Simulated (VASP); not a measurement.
# Si (a cell with a defect) in VASP: further runs, part 2 of 2

VASP 6.6.1. The steps go on from the part before.

### Step 3. Single point, PBE+D3(BJ)

INCAR reads:

```
SYSTEM = Si
PREC = Accurate ; ENCUT = 520
EDIFF = 1E-7 ; ISMEAR = 0
SIGMA = 0.05 ; LREAL = Auto
LASPH = .True. ; NELM = 60
ALGO = Normal ; ISIF = 2
LWAVE = .False. ; LCHARG = .False.
GGA = PE ; IVDW = 12
NBANDS = 48
```

KPOINTS reads:

```
regular mesh
0
Gamma
  2 2 2
  0 0 0
```

POSCAR reads:

```
Si
1.0
    0.0000000000      5.4300000000      5.4300000000
    5.4300000000      0.0000000000      5.4300000000
    5.4300000000      5.4300000000      0.0000000000
Si
17
Direct
    0.0174391463      0.0177205897     -0.0385226025
    0.1322064056      0.1313384091      0.1073891273
   -0.0232597175     -0.0254570821      0.4746977457
    0.1028280617      0.1020711815      0.6021197718
    0.0052530682      0.5025239425      0.0026563951
    0.1351565177      0.6236479711      0.1237106052
    0.0174781733      0.4614340142      0.5177569559
    0.1322748078      0.6072507710      0.6314685224
    0.5034851933      0.0048327087      0.0017826930
    0.6239096478      0.1351965972      0.1232199577
    0.4621541330      0.0170680120      0.5170643037
    0.6092382575      0.1304733412      0.6305325390
    0.5092744756      0.5094254712      0.0094263134
    0.6339795258      0.6334904641      0.1335300649
    0.5035497047      0.5017174952      0.5048697827
    0.6239487152      0.6231985929      0.6352046043
    0.8365128840      0.8358728704      0.3359171004
```

Potentials or basis: VASP PAW PBE potentials, release 64 (Si).

The run is started by

```bash
$ cat potpaw_PBE.64/Si/POTCAR > POTCAR
$ mpirun -np 1 vasp_std > vasp.out
```

OUTCAR:

```text
SYSTEM = Si
   PREC = Accurate
   ENCUT = 520
   EDIFF = 1E-7
   ISMEAR = 0
   LREAL = Auto
   LASPH = .True.
   NELM = 60
   ISIF = 2
   GGA = PE
   IVDW = 12
 IVDW          = 12

 ion  position               nearest neighbor table
   1  0.017  0.018  0.961-   4 2.30   2 2.35  17 2.47  10 2.48   6 2.48
   2  0.132  0.131  0.107-   5 2.33   9 2.33   3 2.35   1 2.35
   3  0.977  0.975  0.475-   8 2.35   2 2.35  12 2.35   4 2.39  17 2.62
   4  0.103  0.102  0.602-  11 2.30   1 2.30   7 2.30   3 2.39
   5  0.005  0.503  0.003-  14 2.33   2 2.33   8 2.33   6 2.33
   6  0.135  0.624  0.124-   5 2.33  13 2.35  17 2.40   7 2.48   1 2.48
   7  0.017  0.461  0.518-   4 2.30   8 2.35  17 2.47  16 2.48   6 2.48
   8  0.132  0.607  0.631-   5 2.33  15 2.33   3 2.35   7 2.35
   9  0.503  0.005  0.002-  14 2.33  12 2.33   2 2.33  10 2.33
  10  0.624  0.135  0.123-   9 2.33  13 2.35  17 2.40   1 2.48  11 2.48
  11  0.462  0.017  0.517-   4 2.30  12 2.35  17 2.46  10 2.48  16 2.48
  12  0.609  0.130  0.631-  15 2.33   9 2.33   3 2.35  11 2.35
  13  0.509  0.509  0.009-  14 2.34   6 2.35  16 2.35  10 2.35
  14  0.634  0.633  0.134-   5 2.33  15 2.33   9 2.33  13 2.34
  15  0.504  0.502  0.505-  14 2.33  12 2.33   8 2.33  16 2.33
  16  0.624  0.623  0.635-  15 2.33  13 2.35  17 2.40   7 2.48  11 2.48
  17  0.837  0.836  0.336-   6 2.40  16 2.40  10 2.40  11 2.46   1 2.47   7 2.47   3 2.62

  LATTYP: Found a face centered cubic cell.
 ALAT       =    10.8600000000

  Lattice vectors:

 A1 = (   0.0000000000,   5.4300000000,   5.4300000000)
 A2 = (   5.4300000000,   0.0000000000,   5.4300000000)
 A3 = (   5.4300000000,   5.4300000000,   0.0000000000)

Analysis of symmetry for initial positions (statically):
=====================================================================
 Subroutine PRICEL returns:
 Original cell was already a primitive cell.

 Routine SETGRP: Setting up the symmetry group for a
 face centered cubic supercell.

 Subroutine GETGRP returns: Found  1 space group operations
 (whereof  1 operations were pure point group operations)
 out of a pool of 48 trial point group operations.

The static configuration has the point symmetry C_1 .
[... 153 lines left out ...]
   AEXX    =    0.0000 exact exchange contribution
   IVDW    =    12    specifies the selected vdW correction
   LEPSILON=     F    determine dielectric tensor
   LRPA    =     F    only Hartree local field effects (RPA)
 non-spin polarized calculation
 Gauss-broadening in eV      SIGMA  =   0.05
  energy-cutoff  :      520.00
  volume of cell :      320.21
 maximum number of plane-waves:      8646
 NGX is ok and might be reduce to    60
   NGX = 29   NGY = 29   NGZ = 29

 number of electron      68.0000000 magnetization

 Free energy of the ion-electron system (eV)
  ---------------------------------------------------
  ext. energy  EPLUGINS =         0.00000000
  ---------------------------------------------------
  free energy    TOTEN  =       -87.71737730 eV

  energy without entropy =      -87.70427055  energy(sigma->0) =      -87.71082393

 E-fermi :   6.7785     XC(G=0):  -9.6950

 val. band max:        6.7343992583   @ k =   0.0000   0.0000   0.0000
 cond. band min:       6.7877450692   @ k =   0.5000   0.0000   0.5000
 fundamental gap:      0.0533458109
 Fermi energy:         6.7784708707

 k-point     1 :       0.0000    0.0000    0.0000
  band No.  band energies     occupation
      1      -6.2350      2.00000
      2      -3.8686      2.00000
      3      -3.5975      2.00000
      4      -3.5957      2.00000
      5      -3.4048      2.00000
      6      -2.7223      2.00000
[... 381 lines left out ...]
     45      10.2854      0.00000
     46      10.4106      0.00000
 [bands above 46 left out]

------------------------ aborting loop because EDIFF is reached ----------------------------------------

 Edisp (eV)   -5.64612

 E8    (eV) :    -2.3357

  FORCE on cell =-STRESS in cart. coord.  units (eV):
  Direction    XX          YY          ZZ          XY          YZ          ZX
  --------------------------------------------------------------------------------------
  -------------------------------------------------------------------------------------
  Total       2.99448     2.91886     2.92364    -1.02567    -0.98661    -1.02797
  in kB      14.98314    14.60478    14.62867    -5.13203    -4.93661    -5.14355
  external pressure =       14.74 kB  Pullay stress =        0.00 kB

 VOLUME and BASIS-vectors are now :
 -----------------------------------------------------------------------------
  energy-cutoff  :      520.00
  volume of cell :      320.21
      direct lattice vectors                 reciprocal lattice vectors
     0.000000000  5.430000000  5.430000000    -0.092081031  0.092081031  0.092081031
     5.430000000  0.000000000  5.430000000     0.092081031 -0.092081031  0.092081031
     5.430000000  5.430000000  0.000000000     0.092081031  0.092081031 -0.092081031

 POSITION                                       TOTAL-FORCE (eV/Angst)
 -----------------------------------------------------------------------------------
      5.31705      5.31552      0.19092        -0.014423     -0.008532      0.016363
      1.29629      1.30100      1.43105        -0.000415      0.000202     -0.007710
      7.86938      7.88131     10.59547        -0.000334     -0.022564     -0.021169
      3.82376      3.82787      1.11260         0.016074      0.011237      0.011662
      2.74313      0.04295      2.75723        -0.010521     -0.004281     -0.003378
      4.05816      1.40565      4.12031         0.002362      0.000233      0.000749
[... 9 lines left out ...]
      6.83313      6.83720      6.77201        -0.000450     -0.001788      0.006965
      6.36282      6.36629      9.08105         0.013009      0.016201      0.016597
 -----------------------------------------------------------------------------------
    total drift:                                0.002354     -0.003229     -0.002101

  FREE ENERGIE OF THE ION-ELECTRON SYSTEM (eV)
  ---------------------------------------------------
  free  energy   TOTEN  =       -93.3634967877 eV

  energy  without entropy=      -93.3503900446  energy(sigma->0) =      -93.35694342
```

Wall time 7.5 min (1 thread of Intel Xeon 8259CL, shared host); peak memory 0.47 GiB.

What came out:

```yaml
Free_energy: -93.3635 eV
Pressure: 1.5 GPa
Largest_force: 0.031 eV/Å
Band_gap_on_the_k_mesh: zero (bands 34 and 35 overlap by 0.06 eV)
Dispersion_energy_per_atom: -0.332 eV
```

Forces in eV/Å, atoms in the order of the input:
```
Si  -0.014 -0.009  0.016
Si   0.000  0.000 -0.008
Si   0.000 -0.023 -0.021
Si   0.016  0.011  0.012
Si  -0.011 -0.004 -0.003
Si   0.002  0.000  0.001
Si  -0.014  0.018 -0.009
Si  -0.001 -0.010 -0.001
Si   0.002  0.001 -0.008
Si  -0.001  0.008 -0.002
Si   0.000 -0.017 -0.017
Si   0.012  0.014  0.014
Si  -0.003  0.008  0.007
Si  -0.002 -0.004 -0.004
Si   0.003 -0.009  0.000
Si   0.000 -0.002  0.007
Si   0.013  0.016  0.017
```

Levels at points of the mesh, in eV from the Fermi level:
| k point | band 31 | band 32 | band 33 | band 34 | band 35 | band 36 | band 37 | band 38 |
| --- | --- | --- | --- | --- | --- | --- | --- | --- |
| (0.00, 0.00, 0.00) | -1.14 | -0.71 | -0.70 | -0.50 | -0.05 | -0.04 | 0.26 | 0.27 |
| (0.50, 0.00, 0.00) | -1.38 | -1.35 | -0.87 | -0.17 | 0.19 | 0.71 | 0.93 | 1.06 |
| (0.00, 0.50, 0.00) | -1.38 | -1.35 | -0.88 | -0.16 | 0.19 | 0.70 | 0.93 | 1.06 |
| (0.00, 0.00, 0.50) | -1.38 | -1.35 | -0.88 | -0.16 | 0.19 | 0.70 | 0.93 | 1.06 |
| (0.50, 0.50, 0.50) | -1.37 | -1.30 | -1.30 | -0.24 | 0.38 | 0.39 | 1.20 | 1.20 |
| (0.50, 0.50, 0.00) | -1.89 | -1.71 | -0.76 | 0.01 | 0.40 | 1.31 | 1.47 | 1.57 |
| (0.00, 0.50, 0.50) | -1.89 | -1.71 | -0.77 | 0.01 | 0.40 | 1.31 | 1.47 | 1.57 |
| (0.50, 0.00, 0.50) | -1.89 | -1.71 | -0.76 | 0.01 | 0.40 | 1.31 | 1.47 | 1.57 |

Caveat: the k points lie up to 0.50 Å⁻¹ apart.

The gap in the log of VASP goes by the Fermi energy; the results here count the filled bands.